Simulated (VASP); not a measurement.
A run of VASP 6.6.1 is set up as follows.

INCAR

```
PREC = Accurate ; ENCUT = 500
EDIFF = 1E-6 ; ISMEAR = 0
SIGMA = 0.2 ; LREAL = F
LASPH = T ; NELM = 200
ALGO = Normal ; ISIF = 2
LWAVE = F ; LCHARG = T
GGA = PE ; LELF = T
LVHAR = T ; NBANDS = 20
GGA_COMPAT = F ; LMAXMIX = 6
```

Contents of KPOINTS:

```
regular mesh
0
Gamma
  7 7 7
```

Contents of POSCAR:

```
NdMo
1.0
    1.6931540399      0.9775429422      4.6170137375
   -1.6931540399      0.9775429422      4.6170137375
    0.0000000000     -1.9550858800      4.6170137384
Nd Mo
1 1
Direct
    0.0000000000      0.0000000000      0.0000000000
    0.5000000000      0.5000000000      0.5000000000
```

Potentials or basis: VASP PAW PBE potentials, release 64 (Nd_3, Mo_sv), 4f in core.

Command:

```sh
$ cat potpaw_PBE.64/Nd_3/POTCAR potpaw_PBE.64/Mo_sv/POTCAR > POTCAR
$ mpirun -np 1 vasp_std > vasp.out
```

**Question.** Estimate the band gap on the k mesh.

**Answer.** Zero (an odd number of electrons rules out a gap without spin polarisation).

**Question.** Predict the pressure.

**Answer.** 0.0 GPa.

Stress tensor (GPa, compression positive):
```
 0.12  0.00  0.00
 0.00  0.12  0.00
 0.00  0.00 -0.12
```

Caveat: spin-orbit coupling is left out, which moves the levels of the heavy elements; the 4f electrons are frozen in the core, so they carry no moment and show no levels. Spin polarisation is off, so any magnetic state and its effect on volume and gap are missing.
